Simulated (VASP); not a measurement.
# Ge (I4_1/amd) in VASP: settings compared

The runs below take Ge through single point, with PBEsol+D4, PBE.

Everything below comes from runs of VASP 6.6.1. Logs are shortened: lines on timing, memory, paths and dates and some standing lists are left out, and cuts for length are marked.

### 1 The cell of the first run

It takes space group I4_1/amd (No. 141, tetragonal). Conventional cell: a = 5.100 Å, b = 5.100 Å, c = 2.761 Å, α = 90.00°, β = 90.00°, γ = 90.00°. Within 3.5 Å of Ge (site symmetry -4m2) lie 10 Ge at 2.64 to 3.28 Å.

### 2 Single point, PBEsol+D4

File INCAR:

```
PREC = Accurate ; ENCUT = 520
EDIFF = 1E-7 ; ISMEAR = -1
SIGMA = 0.05 ; LREAL = False
LASPH = True ; NELM = 80
ALGO = Normal ; ISIF = 2
LWAVE = False ; LCHARG = True
GGA = PS ; IVDW = 13
LELF = True ; LVHAR = True
NBANDS = 21
```

File KPOINTS:

```
Automatic mesh
0
Gamma
  11 11 11
```

File POSCAR:

```
Ge
1.0
   -2.5498479116      2.5498479116      1.3804936314
    2.5498479116     -2.5498479116      1.3804936314
    2.5498479116      2.5498479116     -1.3804936314
Ge
2
Direct
    0.5000000000      0.5000000000      0.0000000000
    0.2500000000      0.7500000000      0.5000000000
```

Potentials or basis: VASP PAW PBE potentials, release 64 (Ge_d).

Run with:

```sh
$ cat potpaw_PBE.64/Ge_d/POTCAR > POTCAR
$ mpirun -np 1 vasp_std > vasp.out
```

OUTCAR:

```text
PREC = Accurate
   ENCUT = 520
   EDIFF = 1E-7
   ISMEAR = -1
   LREAL = False
   LASPH = True
   NELM = 80
   ISIF = 2
   GGA = PS
   IVDW = 13

 ion  position               nearest neighbor table
   1  0.500  0.500  0.000-   2 2.64   2 2.64   2 2.64   2 2.64
   2  0.250  0.750  0.500-   1 2.64   1 2.64   1 2.64   1 2.64

  LATTYP: Found a body centered tetragonal cell.
 ALAT       =     5.0996958232
 C/A-ratio  =     0.5414023421

  Lattice vectors:

 A1 = (  -2.5498479116,   2.5498479116,   1.3804936314)
 A2 = (   2.5498479116,  -2.5498479116,   1.3804936314)
 A3 = (   2.5498479116,   2.5498479116,  -1.3804936314)

Analysis of symmetry for initial positions (statically):
=====================================================================
 Subroutine PRICEL returns:
 Original cell was already a primitive cell.

 Routine SETGRP: Setting up the symmetry group for a
 body centered tetragonal supercell.

 Subroutine GETGRP returns: Found 16 space group operations
 (whereof  8 operations were pure point group operations)
 out of a pool of 16 trial point group operations.

The static configuration has the point symmetry D_2d.
 The point group associated with its full space group is D_4h.

Analysis of symmetry for dynamics (positions and initial velocities):
=====================================================================
 Subroutine PRICEL returns:
 Original cell was already a primitive cell.

 Routine SETGRP: Setting up the symmetry group for a
 body centered tetragonal supercell.

 Subroutine GETGRP returns: Found 16 space group operations
 (whereof  8 operations were pure point group operations)
 out of a pool of 16 trial point group operations.

The dynamic configuration has the point symmetry D_2d.
 The point group associated with its full space group is D_4h.

 Subroutine INISYM returns: Found 16 space group operations
 (whereof  8 operations are pure point group operations),
 and found     1 'primitive' translations

----------------------------------------------------------------------------------------

                                     Primitive cell

  volume of cell :      35.9024

  direct lattice vectors                    reciprocal lattice vectors
    -2.549847912  2.549847912  1.380493631     0.000000000  0.196090127  0.362189284
     2.549847912 -2.549847912  1.380493631     0.196090127  0.000000000  0.362189284
     2.549847912  2.549847912 -1.380493631     0.196090127  0.196090127  0.000000000

  length of vectors
     3.861244801  3.861244801  3.861244801     0.411864559  0.411864559  0.277313317

  position of ions in fractional coordinates (direct lattice)
     0.500000000  0.500000000  0.000000000
     0.250000000  0.750000000  0.500000000

  ion indices of the primitive-cell ions
   primitive index   ion index
                 1           1
                 2           2

----------------------------------------------------------------------------------------

 KPOINTS: Automatic mesh

Automatic generation of k-mesh.
 Grid dimensions read from file:
 generate k-points for:   11   11   11

 Generating k-lattice:

  Cartesian coordinates                     Fractional coordinates (reciprocal lattice)
     0.000000000  0.017826375  0.032926299     0.090909091  0.000000000  0.000000000
     0.017826375  0.000000000  0.032926299     0.000000000  0.090909091  0.000000000
     0.017826375  0.017826375  0.000000000     0.000000000  0.000000000  0.090909091

  Length of vectors
     0.037442233  0.037442233  0.025210302

  Shift w.r.t. Gamma in fractional coordinates (k-lattice)
     0.000000000  0.000000000  0.000000000

 Subroutine IBZKPT returns following result:
 ===========================================

 Found    126 irreducible k-points:

 Following reciprocal coordinates:
            Coordinates               Weight
  0.000000  0.000000  0.000000      1.000000
  0.090909  0.000000  0.000000      8.000000
  0.181818  0.000000  0.000000      8.000000
  0.272727  0.000000  0.000000      8.000000
  0.363636 -0.000000  0.000000      8.000000
  0.454545  0.000000 -0.000000      8.000000
[... 16 lines left out ...]
 -0.272727  0.181818  0.000000     16.000000
 -0.181818  0.181818  0.000000      4.000000
 [... further k-points ...]
   k-points           NKPTS =    126   k-points in BZ     NKDIM =    126   number of bands    NBANDS=     21
   number of dos      NEDOS =    301   number of ions     NIONS =      2
   total plane-waves  NPLWV =  27000
   dimension x,y,z NGX =    30 NGY =   30 NGZ =   30
   dimension x,y,z NGXF=    60 NGYF=   60 NGZF=   60
   ions per type =               2
   NGX,Y,Z   is equivalent  to a cutoff of  12.92, 12.92, 12.92 a.u.
   NGXF,Y,Z  is equivalent  to a cutoff of  25.83, 25.83, 25.83 a.u.
 SYSTEM =  unknown system
   PREC   = accura    normal or accurate (medium, high low for compatibility)
   ISTART =      0    job   : 0-new  1-cont  2-samecut
   ICHARG =      2    charge: 1-file 2-atom 10-const
   ISPIN  =      1    spin polarized calculation?
   LNONCOLLINEAR =      F non collinear calculations
   LSORBIT =      F    spin-orbit coupling
   LASPH  =      T    aspherical Exc in radial PAW
   ENCUT  =  520.0 eV  38.22 Ry    6.18 a.u.   7.18  7.18  7.18*2*pi/ulx,y,z
   NELM   =     80;   NELMIN=  2; NELMDL= -5     # of ELM steps
   EDIFF  = 0.1E-06   stopping-criterion for ELM
   LREAL  =      F    real-space projection
   EDIFFG = 0.1E-05   stopping-criterion for IOM
   NSW    =      0    number of steps for IOM
   IBRION =     -1    ionic relax: 0-MD 1-quasi-New 2-CG
   NFREE  =      0    steps in history (QN), initial steepest desc. (CG)
   ISIF   =      2    stress and relaxation
   ISYM   =      2    0-nonsym 1-usesym 2-fastsym
   POTIM  = 0.5000    time-step for ionic-motion
   TEBEG  =    0.0;   TEEND  =   0.0 temperature during run
   PSTRESS=    0.0 pullay stress
   NELECT =      28.0000    total number of electrons
   NUPDOWN=      -1.0000    fix difference up-down
   EMIN   =  10.00;   EMAX   =-10.00  energy-range for DOS
   EFERMI =   0.00;   METHOD = LEGACY
   ISMEAR =    -1;   SIGMA  =   0.05  broadening in eV -4-tet -1-fermi 0-gaus
   EFERMI_NEDOS =   21; number of points for ismear=-14 and -15
   IALGO  =     38    algorithm
   IMIX   =      4    mixing-type and parameters
     AMIX     =   0.40;   BMIX     =  1.00
     AMIX_MAG =   1.60;   BMIX_MAG =  1.00
  volume/ion in A,a.u.               =      17.95       121.14
  Fermi-wavevector in a.u.,A,eV,Ry     =   1.506907  2.847642 30.895694  2.270769
  Thomas-Fermi vector in A             =   2.617563
   LORBIT       =      0    0 simple, 1 ext, 2 COOP (PROOUT), +10 PAW based schemes
   GGA     = PS    functional components
   LHFCALC =     F    Hartree Fock is set to
   AEXX    =    0.0000 exact exchange contribution
   IVDW    =    13    specifies the selected vdW correction
   LEPSILON=     F    determine dielectric tensor
   LRPA    =     F    only Hartree local field effects (RPA)
 non-spin polarized calculation
  energy-cutoff  :      520.00
  volume of cell :       35.90
 maximum number of plane-waves:       978
 NGX is ok and might be reduce to    30
   NGX = 15   NGY = 15   NGZ = 15

 number of electron      28.0000004 magnetization

 Free energy of the ion-electron system (eV)
  ---------------------------------------------------
  ext. energy  EPLUGINS =         0.00000000
  ---------------------------------------------------
  free energy    TOTEN  =        -9.53617000 eV

  energy without entropy =       -9.52798207  energy(sigma->0) =       -9.53207603

 E-fermi :   7.0490     XC(G=0): -11.6295

 val. band max:        7.0348785767   @ k =  -0.1818  -0.1818   0.0909
 cond. band min:       7.0588520809   @ k =  -0.1818  -0.4545   0.0909
 fundamental gap:      0.0239735042
 Fermi energy:         7.0490197571

 k-point     1 :       0.0000    0.0000    0.0000
  band No.  band energies     occupation
      1     -17.6913      2.00000
      2     -17.6439      2.00000
      3     -17.6104      2.00000
      4     -17.6099      2.00000
      5     -17.4901      2.00000
      6     -17.4901      2.00000
[... 13 lines left out ...]
     20      18.7120      0.00000
     21      19.7094      0.00000

 k-point     2 :       0.0909    0.0000    0.0000
  band No.  band energies     occupation
      1     -17.6877      2.00000
      2     -17.6317      2.00000
      3     -17.6056      2.00000
      4     -17.5949      2.00000
      5     -17.5000      2.00000
      6     -17.4984      2.00000
[... 13 lines left out ...]
     20      18.6124      0.00000
     21      19.2354      0.00000

 k-point     3 :       0.1818    0.0000    0.0000
  band No.  band energies     occupation
      1     -17.6770      2.00000
      2     -17.6014      2.00000
      3     -17.5929      2.00000
      4     -17.5621      2.00000
      5     -17.5199      2.00000
      6     -17.5054      2.00000
[... 13 lines left out ...]
     20      16.9598      0.00000
     21      17.8010      0.00000

 k-point     4 :       0.2727    0.0000    0.0000
  band No.  band energies     occupation
      1     -17.6625      2.00000
      2     -17.5786      2.00000
      3     -17.5758      2.00000
      4     -17.5503      2.00000
      5     -17.5393      2.00000
      6     -17.5057      2.00000
[... 13 lines left out ...]
     20      15.6585      0.00000
     21      18.1199      0.00000

 k-point     5 :       0.3636   -0.0000    0.0000
  band No.  band energies     occupation
      1     -17.6504      2.00000
      2     -17.5799      2.00000
      3     -17.5728      2.00000
      4     -17.5632      2.00000
      5     -17.5394      2.00000
      6     -17.5190      2.00000
[... 13 lines left out ...]
     20      15.9150      0.00000
     21      19.2477      0.00000
[... 382 lines left out ...]
     20      17.5930      0.00000
     21      18.2011      0.00000

 k-point    22 :      -0.3636    0.1818   -0.0000
  band No.  band energies     occupation
      1     -17.6478      2.00000
      2     -17.6091      2.00000
      3     -17.5881      2.00000
      4     -17.5646      2.00000
      5     -17.5230      2.00000
      6     -17.4998      2.00000
[... 13 lines left out ...]
     20      17.8390      0.00000
     21      19.0988      0.00000

 k-point    23 :      -0.2727    0.1818    0.0000
  band No.  band energies     occupation
      1     -17.6612      2.00000
      2     -17.6362      2.00000
      3     -17.6108      2.00000
      4     -17.5812      2.00000
      5     -17.5080      2.00000
      6     -17.4860      2.00000
[... 13 lines left out ...]
     20      19.6084      0.00000
     21      20.2670      0.00000

 k-point    24 :      -0.1818    0.1818    0.0000
  band No.  band energies     occupation
      1     -17.6722      2.00000
      2     -17.6470      2.00000
      3     -17.6198      2.00000
      4     -17.5931      2.00000
      5     -17.4989      2.00000
      6     -17.4817      2.00000
[... 13 lines left out ...]
     20      19.4493      0.00000
     21      19.9120      0.00000

 [... further k-points ...]

------------------------ aborting loop because EDIFF is reached ----------------------------------------

  DFT-D4 for vdW energy calculation

  Edisp (eV):   -0.46376

  FORCE on cell =-STRESS in cart. coord.  units (eV):
  Direction    XX          YY          ZZ          XY          YZ          ZX
  --------------------------------------------------------------------------------------
  -------------------------------------------------------------------------------------
  Total      -0.01116    -0.01116     0.00704     0.00000     0.00000     0.00000
  in kB      -0.49815    -0.49815     0.31432     0.00000     0.00000     0.00000
  external pressure =       -0.23 kB  Pullay stress =        0.00 kB

 VOLUME and BASIS-vectors are now :
 -----------------------------------------------------------------------------
  energy-cutoff  :      520.00
  volume of cell :       35.90
      direct lattice vectors                 reciprocal lattice vectors
    -2.549847912  2.549847912  1.380493631     0.000000000  0.196090127  0.362189284
     2.549847912 -2.549847912  1.380493631     0.196090127  0.000000000  0.362189284
     2.549847912  2.549847912 -1.380493631     0.196090127  0.196090127  0.000000000

 POSITION                                       TOTAL-FORCE (eV/Angst)
 -----------------------------------------------------------------------------------
      0.00000      0.00000      1.38049        -0.000000      0.000000      0.000000
      2.54985      0.00000      0.69025         0.000000     -0.000000     -0.000000
 -----------------------------------------------------------------------------------
    total drift:                                0.000000     -0.000000      0.000000

  FREE ENERGIE OF THE ION-ELECTRON SYSTEM (eV)
  ---------------------------------------------------
  free  energy   TOTEN  =        -9.9999343960 eV

  energy  without entropy=       -9.9917464630  energy(sigma->0) =       -9.99584043
```

Wall time 95 s (1 thread of Intel Xeon Platinum 8488C (Sapphire Rapids), shared host); peak memory 0.21 GiB.

Results:

```yaml
Free_energy: -9.9999 eV
Pressure: 0.0 GPa
Band_gap_on_the_k_mesh: zero (band 14 reaches 8.81 eV, above the bottom of band 15 at 3.91 eV)
Dispersion_energy_per_atom: -0.232 eV
```

Stress tensor (GPa, compression positive):
```
-0.05  0.00  0.00
 0.00 -0.05  0.00
 0.00  0.00  0.03
```

Caveat: the PAW data sets were made with another functional, which shifts forces and pressure a little; pairwise dispersion overbinds metals, which lowers pressure and volume.

### 3 Single point, PBE

This run uses another cell than the first one, of 18.52 Å³/atom, 1.032 times its volume.

File INCAR:

```
PREC     = Accurate       # precision mode
ENCUT    = 520            # plane-wave cutoff, eV
EDIFF    = 1E-6           # SCF threshold, eV
ISMEAR   = 0              # smearing method
SIGMA    = 0.022          # smearing width, eV
LREAL    = F              # projectors in reciprocal space
LASPH    = T              # aspherical terms in the spheres
NELM     = 80             # most SCF steps
ALGO     = Normal         # electronic algorithm
ISIF     = 2              # what is computed and relaxed
LWAVE    = F              # write WAVECAR
LCHARG   = F              # write CHGCAR
GGA      = PE             # functional
NBANDS   = 21             # bands
```

KPOINTS is that of step 2.

File POSCAR:

```
Ge
1.0
   -2.5744897190      2.5744897190      1.3974126432
    2.5744897190     -2.5744897190      1.3974126432
    2.5744897190      2.5744897190     -1.3974126432
Ge
2
Direct
    0.5000000000      0.5000000000      0.0000000000
    0.2500000000      0.7500000000      0.5000000000
```

Potentials or basis: VASP PAW PBE potentials, release 64 (Ge_d).

Run with:

```sh
$ cat potpaw_PBE.64/Ge_d/POTCAR > POTCAR
$ mpirun -np 1 vasp_std > vasp.out
```

OUTCAR:

```text
PREC = Accurate
   ENCUT = 520
   EDIFF = 1E-6
   ISMEAR = 0
   LREAL = F
   LASPH = T
   NELM = 80
   ISIF = 2
   GGA = PE

 ion  position               nearest neighbor table
   1  0.500  0.500  0.000-   2 2.67   2 2.67   2 2.67   2 2.67
   2  0.250  0.750  0.500-   1 2.67   1 2.67   1 2.67   1 2.67

  LATTYP: Found a body centered tetragonal cell.
 ALAT       =     5.1489794380
 C/A-ratio  =     0.5427920853

  Lattice vectors:

 A1 = (  -2.5744897190,   2.5744897190,   1.3974126432)
 A2 = (   2.5744897190,  -2.5744897190,   1.3974126432)
[... 190 lines left out ...]
      3     -17.8784      2.00000
      4     -17.8778      2.00000
      5     -17.7723      2.00000
      6     -17.7723      2.00000
[... 565 lines left out ...]
     20      19.0105      0.00000
     21      19.4196      0.00000

 [... further k-points ...]
[... 5 lines left out ...]
  --------------------------------------------------------------------------------------
  -------------------------------------------------------------------------------------
  Total        0.6818866      0.6818866      0.7891958      0.0000000      0.0000000      0.0000000
  in kB       29.4887073     29.4887073     34.1293777      0.0000000      0.0000000      0.0000000
  external PRESSURE =      31.0355975 kB  Pullay stress =       0.0000000 kB

 VOLUME and BASIS-vectors are now :
 -----------------------------------------------------------------------------
  energy-cutoff  :      520.00
  volume of cell :       37.05
      direct lattice vectors                 reciprocal lattice vectors
    -2.574489719  2.574489719  1.397412643     0.000000000  0.194213244  0.357804119
     2.574489719 -2.574489719  1.397412643     0.194213244  0.000000000  0.357804119
     2.574489719  2.574489719 -1.397412643     0.194213244  0.194213244  0.000000000

 POSITION                                       TOTAL-FORCE (eV/Angst)
 -----------------------------------------------------------------------------------
      0.00000      0.00000      1.39741        -0.000000      0.000000     -0.000000
      2.57449      0.00000      0.69871         0.000000     -0.000000      0.000000
 -----------------------------------------------------------------------------------
    total drift:                                0.000000     -0.000000      0.000000

  FREE ENERGIE OF THE ION-ELECTRON SYSTEM (eV)
  ---------------------------------------------------
  free  energy   TOTEN  =        -8.5599734171 eV

  energy  without entropy=       -8.5594571436  energy(sigma->0) =       -8.55971528
```

stdout:

```text
POSCAR found type information on POSCAR Ge
 POSCAR found :  1 types and       2 ions
 scaLAPACK will be used
 LDA part: xc-table for (Slater+PW92), standard interpolation
 POSCAR, INCAR and KPOINTS ok, starting setup
 FFT: planning ... GRIDC
 FFT: planning ... GRID_SOFT
 FFT: planning ... GRID
 WAVECAR not read
 entering main loop
```

Run time: 75 s. Hardware: 1 thread of Intel Xeon Platinum 8488C (Sapphire Rapids), shared host; peak memory 0.21 GiB.

Results:

| Item | Value |
| --- | --- |
| Free energy | -8.5600 eV |
| Pressure | 3.1 GPa |
| Band gap on the k mesh | zero (band 14 reaches 8.53 eV, above the bottom of band 15 at 3.83 eV) |

Stress tensor (GPa, compression positive):
```
2.95 0.00 0.00
0.00 2.95 0.00
0.00 0.00 3.41
```

Levels at points of the mesh, in eV from the Fermi level:
```csv
k point,band 12,band 13,band 14,band 15,band 16,band 17
"(0.00, 0.00, 0.00)",-4.11,-2.39,-2.39,3.24,7.56,7.56
```
